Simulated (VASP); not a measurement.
# Cu: single point with LDA

Cu:

```
Cu
1.0
     2.53410    0.00000    0.00000
    -1.26705    2.19459    0.00000
     0.00000    0.00000    4.11257
Cu
2
Direct
  0.33333 0.66667 0.25000
  0.66667 0.33333 0.75000
```

This isn't the form of Cu at room conditions, which is fcc.

```yaml
Program: VASP 6.6.1
Task: single point
Functional: LDA
Potentials_or_basis: VASP PAW LDA potentials, release 64 (Cu)
Cutoff: 520 eV
k_mesh: 15 × 15 × 8
Occupations: methfessel-paxton, width 0.2 eV
Spin: no spin polarisation
```

* Pressure: -6.9 GPa
* Band gap on the k mesh: zero (bands 11 and 12 overlap by 6.12 eV)

Stress tensor (GPa, compression positive):
```
-8.10  0.00  0.00
 0.00 -8.10  0.00
 0.00  0.00 -4.44
```

Levels at points of the mesh, in eV from the Fermi level:
```tsv
k point	band 9	band 10	band 11	band 12	band 13	band 14
(0.00, 0.00, 0.00)	-2.73	-1.92	-1.92	-1.13	3.85	21.51
(0.00, 0.00, 0.50)	-2.16	-2.16	-2.16	-2.16	12.74	12.74
```

Run time: 17 s on 1 thread of AMD EPYC 9R45 96-Core Processor (Zen 5), with other jobs on the host, peak memory 0.13 GiB.

Caveat: the cell stands under tension.
